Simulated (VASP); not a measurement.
# Al12Ag: single point with r2SCAN

Al12Ag, a slab with vacuum:

```
CELL_PARAMETERS angstrom
5.72757 0.00000 0.00000
2.86378 4.96022 0.00000
0.00000 0.00000 15.67654
ATOMIC_POSITIONS crystal
Al 0.16667 0.16667 0.06379
Al 0.66667 0.16667 0.06379
Al 0.16667 0.66667 0.06379
Al 0.66667 0.66667 0.06379
Al 0.83335 0.33332 0.21526
Al 0.33386 0.33239 0.20953
Al 0.83250 0.83374 0.20953
Al 0.33386 0.83375 0.20953
Al 0.00657 0.98689 0.35740
Al 0.50023 0.99988 0.35562
Al 0.00656 0.50654 0.35740
Al 0.48690 0.50655 0.35735
Ag 0.83304 0.33348 0.48019
```

```json
{"Program": "VASP 6.6.1", "Task": "single point", "Functional": "r2SCAN", "Potentials or basis": "VASP PAW PBE potentials, release 64 (Al, Ag)", "Cutoff": "520 eV", "k mesh": "5 × 5 × 1", "Occupations": "gaussian, width 0.15 eV", "Spin": "no spin polarisation", "Dipole correction": "no", "Further INCAR settings": "ALGO = Normal; EDIFF = 1e-07; NBANDS = 36"}
```

```yaml
Largest_force: 0.099 eV/Å
Band_gap_on_the_k_mesh: zero (an odd number of electrons rules out a gap without spin polarisation)
```

Forces in eV/Å, atoms in the order of the input:
```
Al   0.078 -0.045  0.041
Al  -0.077 -0.045  0.041
Al   0.000  0.000 -0.079
Al   0.000  0.090  0.040
Al   0.001 -0.001  0.002
Al  -0.002 -0.001  0.006
Al   0.000  0.001  0.005
Al   0.000  0.002  0.006
Al   0.003  0.005 -0.004
Al  -0.004  0.002 -0.014
Al  -0.003 -0.005 -0.004
Al   0.003 -0.002 -0.003
Ag   0.001 -0.001 -0.037
```

Levels at points of the mesh, in eV from the Fermi level:
| k point | band 22 | band 23 | band 24 | band 25 | band 26 | band 27 |
| --- | --- | --- | --- | --- | --- | --- |
| (0.00, 0.00, 0.00) | -0.88 | -0.49 | -0.46 | -0.46 | -0.16 | -0.16 |

Wall time 14 min on 1 thread of Intel(R) Xeon(R) 6975P-C (Granite Rapids) (shared host), peak memory 0.71 GiB.

Caveat: there is no dipole correction, which matters where the two faces differ; the PAW data sets were made with another functional, which shifts forces and pressure a little.
